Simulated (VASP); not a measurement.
The system is Na.

```
Na
1.0
     3.81483    0.00000    0.00000
    -1.90741    3.30374    0.00000
     0.00000    0.00000    6.22959
Na
2
Direct
  0.00000 0.00000 0.00000
  0.33333 0.66667 0.50000
```

This isn't the form of Na at room conditions, which is bcc.

```yaml
Program: VASP 6.6.1
Task: relaxation of cell and atoms
Functional: PBEsol
Potentials_or_basis: VASP PAW PBE potentials, release 64 (Na_pv)
Cutoff: 600 eV
k_mesh: 12 × 12 × 8
Occupations: gaussian, width 0.1 eV
Spin: no spin polarisation
```

At the start: pressure -0.5 GPa; volume 39.26 Å³/atom.

**Question.** How do energy, volume and symmetry change on relaxing?

**Answer.** Over 4 steps the energy falls by 5.4 meV/atom and the volume is 36.25 Å³/atom (-7.7 %); space group P6_3/mmc (No. 194, to 0.1 Å) before and after.

The path:
```
step  energy change (eV)  largest force (eV/Å)  pressure (GPa)  volume (Å³)
   1              0.0000                0.0000           -0.54        78.51
   2             -0.0045                0.0000           -0.43        77.02
   3             -0.0108                0.0000           -0.02        72.67
   4             -0.0109                0.0000            0.00        72.50
```

Final structure:
```
Na
1.0
     3.72104    0.00000    0.00000
    -1.86052    3.22251    0.00000
     0.00000    0.00000    6.04616
Na
2
Direct
  0.00000 0.00000 0.00000
  0.33333 0.66667 0.50000
```

Caveat: the PAW data sets were made with another functional, which shifts forces and pressure a little.
